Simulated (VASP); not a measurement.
Write the native input for VASP 6.6.1 that does the following.

| Property | Result |
| --- | --- |
| Task | single point |
| Functional | PBE |
| Potentials or basis | VASP PAW PBE potentials, release 64 (Sr_sv, B, Pt) |
| Cutoff | 520 eV |
| k mesh | 4 × 4 × 4 |
| Occupations | gaussian, width 0.1 eV |
| Spin | no spin polarisation |
| Dipole correction | no |
| Further INCAR settings | ALGO = Normal; EDIFF = 1e-06; NBANDS = 22 |

The structure of SrB3Pt lies in POSCAR:

```
SrB3Pt
1.0
    4.2241904118      0.0000000000      0.0000000000
    0.0000000000      4.2241904118      0.0000000000
    0.0000000000      0.0000000000      4.2241904118
Sr B Pt
1 3 1
Direct
    0.0000000000      0.0000000000      0.0000000000
    0.0000000000      0.5000000000      0.5000000000
    0.5000000000      0.0000000000      0.5000000000
    0.5000000000      0.5000000000      0.0000000000
    0.5000000000      0.5000000000      0.5000000000
```

The cell was built from a structure type or drawn by symmetry, and may not be a known phase.

These files were run (other wordings do the same):

INCAR

```
PREC = Accurate
ENCUT = 520
EDIFF = 1E-6
ISMEAR = 0
SIGMA = 0.1
LREAL = F
LASPH = T
NELM = 80
ALGO = Normal
ISIF = 2
LWAVE = F
LCHARG = T
GGA = PE
LELF = T
LVHAR = T
NBANDS = 22
```

KPOINTS

```
Automatic mesh
0
Gamma
  4 4 4
```

Potentials or basis: VASP PAW PBE potentials, release 64 (Sr_sv, B, Pt).

Command:

```sh
$ cat potpaw_PBE.64/Sr_sv/POTCAR potpaw_PBE.64/B/POTCAR potpaw_PBE.64/Pt/POTCAR > POTCAR
$ mpirun -np 1 vasp_std > vasp.out
```

Results of the run:

```
Pressure               : 0.2 GPa
Band gap on the k mesh : zero (an odd number of electrons rules out a gap without spin polarisation)
```

Caveat: the k points lie up to 0.37 Å⁻¹ apart, too coarse for converged energies and pressures of a metal; spin-orbit coupling is left out, which moves the levels of the heavy elements.

It took 15 s on 1 thread of AMD EPYC 7R43 64-Core Processor (Zen 3), on a shared host, peak memory 0.15 GiB.
